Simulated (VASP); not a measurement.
The system is CdTe.

```
Cd Te
1.0
     6.67113    0.00000    0.00000
    -3.33556    5.77737    0.00000
     0.00000    0.00000    5.38239
Cd Te
3 3
Direct
  0.50000 0.00000 0.00000
  0.50000 0.50000 0.00000
  0.00000 0.50000 0.00000
  0.00000 0.00000 0.00000
  0.33333 0.66667 0.50000
  0.66667 0.33333 0.50000
```

```yaml
Program: VASP 6.6.1
Task: relaxation of cell and atoms
Functional: r2SCAN
Potentials_or_basis: VASP PAW PBE potentials, release 64 (Cd, Te)
Cutoff: 600 eV
k_mesh: 3 × 3 × 4
Occupations: gaussian, width 0.1 eV
Spin: no spin polarisation
```

At the start: pressure -4.9 GPa; volume 34.57 Å³/atom.

Q: How do energy, volume and symmetry change on relaxing?

A: Over 12 steps the energy falls by 277.9 meV/atom and the volume is 31.59 Å³/atom (-8.6 %); space group P6/mmm (No. 191, to 0.1 Å) before and after.

Step by step:
| step | energy change (eV) | largest force (eV/Å) | pressure (GPa) | volume (Å³) |
| --- | --- | --- | --- | --- |
| 1 | 0.0000 | 0.0000 | -4.91 | 207.45 |
| 2 | -0.7481 | 0.0000 | 0.31 | 177.08 |
| 3 | -0.7522 | 0.0000 | 0.81 | 175.39 |
| 4 | -0.8459 | 0.0000 | 0.73 | 176.79 |
| 5 | -1.3165 | 0.0000 | 0.95 | 179.99 |
| 6 | -1.3458 | 0.0000 | 3.40 | 181.27 |
| 7 | -1.6190 | 0.0000 | 1.77 | 181.52 |
| 8 | -1.6167 | 0.0000 | 2.10 | 181.64 |
| 9 | -1.6326 | 0.0000 | -0.79 | 194.94 |
| 10 | -1.6562 | 0.0000 | 0.37 | 188.96 |
| 11 | -1.6661 | 0.0000 | 0.11 | 189.34 |
| 12 | -1.6673 | 0.0000 | -0.02 | 189.52 |

Final structure:
```
Cd Te
1.0
     7.29353    0.00000    0.00000
    -3.64676    6.31638    0.00000
     0.00000    0.00000    4.11393
Cd Te
3 3
Direct
  0.50000 0.00000 0.00000
  0.50000 0.50000 0.00000
  0.00000 0.50000 0.00000
  0.00000 0.00000 0.00000
  0.33333 0.66667 0.50000
  0.66667 0.33333 0.50000
```

Caveat: the k points lie up to 0.38 Å⁻¹ apart in the final cell, too coarse for converged energies and pressures of a metal; a cell axis changed by over 15 % at a fixed basis, so the end point is rough; the PAW data sets were made with another functional, which shifts forces and pressure a little.
